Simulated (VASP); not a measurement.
Input of a VASP 6.6.1 run:

File INCAR:

```
SYSTEM = W
  AGGAC = 1.0
  AGGAX = 1.0
  ALDAC = 0.0
  ALDAX = 1.0
  ALGO = Normal
  EDIFF = 1E-6
  ENCUT = 520
  GGA = B5
  ISIF = 2
  ISMEAR = -1
  LASPH = .TRUE.
  LCHARG = .FALSE.
  LREAL = .FALSE.
  LWAVE = .FALSE.
  NBANDS = 21
  NELM = 60
  PREC = Accurate
  SIGMA = 0.1
```

File KPOINTS:

```
k-points
0
G
  15 15 8
  0 0 0
```

POSCAR

```
W
1.0
   -1.9924734014      1.9926930816      1.3966066356
    1.9926930816     -1.9924734014      1.3966066356
    3.3120731755      3.3120731755     -1.3962042909
W
2
Direct
    0.0000390004      0.9999609996      1.0000000000
    0.7499609996      0.2500390004      0.5000000000
```

Potentials or basis: VASP PAW PBE potentials, release 64 (W_sv).

Run with:

```bash
$ cat potpaw_PBE.64/W_sv/POTCAR > POTCAR
$ mpirun -np 1 vasp_std > vasp.out
```

Predict the pressure.

-15.9 GPa.

Predict the band gap on the k mesh.

zero (bands 14 and 15 overlap by 1.07 eV).

Stress tensor (GPa, compression positive):
```
-15.85  -1.22  -0.01
 -1.22 -15.85  -0.01
 -0.01  -0.01 -15.90
```

Caveat: the cell stands under tension; the PAW data sets were made with another functional, which shifts forces and pressure a little; spin-orbit coupling is left out, which moves the levels of the heavy elements.
